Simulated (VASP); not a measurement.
Write the native input for VASP 6.6.1 that does the following.

```
Task                   : single point
Functional             : PBE
Potentials or basis    : VASP PAW PBE potentials, release 64 (C_h, O_h)
Cutoff                 : 910 eV
k mesh                 : 5 × 5 × 5
Occupations            : fermi-dirac, width 0.02 eV
Spin                   : no spin polarisation
Dipole correction      : no
Further INCAR settings : ALGO = Normal; EDIFF = 1e-06; NBANDS = 44
```

The structure of CO2 lies in POSCAR:

```
CO2
1.0
    5.4942000000      0.0000000000      0.0000000000
    0.0000000000      5.4942000000      0.0000000000
    0.0000000000      0.0000000000      5.4942000000
C O
4 8
Direct
    0.0000000000      0.0000000000      0.0000000000
    0.5000000000      0.0000000000      0.5000000000
    0.5000000000      0.5000000000      0.0000000000
    0.0000000000      0.5000000000      0.5000000000
    0.1227033770      0.1227033770      0.1227033770
    0.3772966230      0.8772966230      0.6227033770
    0.6227033770      0.3772966230      0.8772966230
    0.8772966230      0.6227033770      0.3772966230
    0.8772966230      0.8772966230      0.8772966230
    0.6227033770      0.1227033770      0.3772966230
    0.3772966230      0.6227033770      0.1227033770
    0.1227033770      0.3772966230      0.6227033770
```

The input as run:

INCAR

```
  ALGO = Normal
  EDIFF = 1E-6
  ENCUT = 910
  GGA = PE
  GGA_COMPAT = False
  ISIF = 2
  ISMEAR = -1
  LASPH = True
  LCHARG = False
  LREAL = False
  LWAVE = False
  NBANDS = 44
  NELM = 120
  PREC = Accurate
  SIGMA = 0.02
```

KPOINTS

```
k-points
0
Gamma
  5 5 5
```

Potentials or basis: VASP PAW PBE potentials, release 64 (C_h, O_h).

Command:

```bash
$ cat potpaw_PBE.64/C_h/POTCAR potpaw_PBE.64/O_h/POTCAR > POTCAR
$ mpirun -np 1 vasp_std > vasp.out
```

It gave:

```json
{
  "Pressure": "1.8 GPa",
  "Largest force": "0.021 eV/Å",
  "Band gap on the k mesh": "6.87 eV"
}
```

Caveat: the cutoff is under 1.25 times the usual one of these potentials, so pressure, stress and relaxed cells hold a basis-set (Pulay) error; this functional lacks dispersion, which holds the molecules together, so the pressure and a relaxed volume are unreliable; an odd mesh through Γ misses points on the zone boundary, where band edges can lie.

Wall time 2.5 min on 1 thread of AMD EPYC 7R43 64-Core Processor (Zen 3) (shared host), peak memory 0.41 GiB.
